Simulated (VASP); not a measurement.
Wanted: the native input for a VASP 6.6.1 run.

- Task: single point
- Functional: PBEsol
- Potentials or basis: VASP PAW PBE potentials, release 64 (Cu, I)
- Cutoff: 520 eV
- k mesh: 6 × 6 × 6
- Occupations: gaussian, width 0.05 eV
- Spin: no spin polarisation
- Dipole correction: no
- Further INCAR settings: ALGO = Normal; EDIFF = 1e-06; NBANDS = 16

The structure of CuI (Marshite) lies in POSCAR:

```
CuI
1.0
    0.0000000000      3.1224450000      2.8574794985
    3.1224450000      0.0000000000      2.8574794985
    3.1224450000      3.1224450000      0.0000000000
Cu I
1 1
Direct
    0.2500000000      0.2500000000      0.2500000000
    0.0000000000      0.0000000000      0.0000000000
```

These files were run (other wordings do the same):

INCAR

```
SYSTEM = CuI
PREC     = Accurate       ! precision mode
ENCUT    = 520            ! plane-wave cutoff, eV
EDIFF    = 1E-6           ! SCF threshold, eV
ISMEAR   = 0              ! smearing method
SIGMA    = 0.05           ! smearing width, eV
LREAL    = .FALSE.        ! projectors in reciprocal space
LASPH    = .TRUE.         ! aspherical terms in the spheres
NELM     = 100            ! most SCF steps
ALGO     = Normal         ! electronic algorithm
ISIF     = 2              ! what is computed and relaxed
LWAVE    = .FALSE.        ! write WAVECAR
LCHARG   = .FALSE.        ! write CHGCAR
GGA      = PS             ! functional
NBANDS   = 16             ! bands
```

KPOINTS

```
regular mesh
0
G
  6 6 6
  0 0 0
```

Potentials or basis: VASP PAW PBE potentials, release 64 (Cu, I).

Command:

```console
$ cat potpaw_PBE.64/Cu/POTCAR potpaw_PBE.64/I/POTCAR > POTCAR
$ mpirun -np 1 vasp_std > vasp.out
```

It gave:

```yaml
Pressure: -2.2 GPa
Band_gap_on_the_k_mesh: 0.95 eV, direct
```

Caveat: the PAW data sets were made with another functional, which shifts forces and pressure a little; spin-orbit coupling is left out, which moves the levels of the heavy elements.

Run time: 22 s on 1 thread of Intel(R) Xeon(R) Platinum 8259CL CPU @ 2.50GHz (Skylake/Cascade Lake) (shared host), peak memory 0.2 GiB.
